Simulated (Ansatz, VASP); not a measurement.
## Cu: VASP beside Ansatz

```
Cu
1.0
    -1.47326    1.47326    1.38198
     1.47326   -1.47326    1.38198
     1.47326    1.47326   -1.38198
Cu
1
Direct
  0.00000 0.00000 0.00000
```

Alike in both runs: functional PBE; k mesh 20 × 20 × 20; occupations gaussian, width 0.1 eV; no spin polarisation.

Ansatz relaxed the structure, and its values are those at the end. VASP's run is a single point on that final structure, the one shown.

|  | VASP | Ansatz |
| --- | --- | --- |
| version | VASP 6.6.1 | Ansatz 0.2.0 |
| potentials or method | VASP PAW PBE potentials, release 64 (Cu), cutoff 520 eV | scalar-relativistic, plane waves, PAW |
| valence electrons in the cell | 11 | 19 |

VASP gave:

```
gap on the k mesh at the Fermi level (eV) : none
pressure (GPa)                            : 0.7
```

**Question.** Estimate Ansatz's values.

**Answer.** gap on the k mesh at the Fermi level (eV): none; pressure (GPa): 0.0.

A gap of «none» marks a metal or a gap that the smearing closes. With one functional, cell and mesh, what is left measures potentials, basis and numerics. VASP's potentials hold 11 valence electrons a cell and Ansatz's 19, so a difference there can come from the potentials and not from the codes.
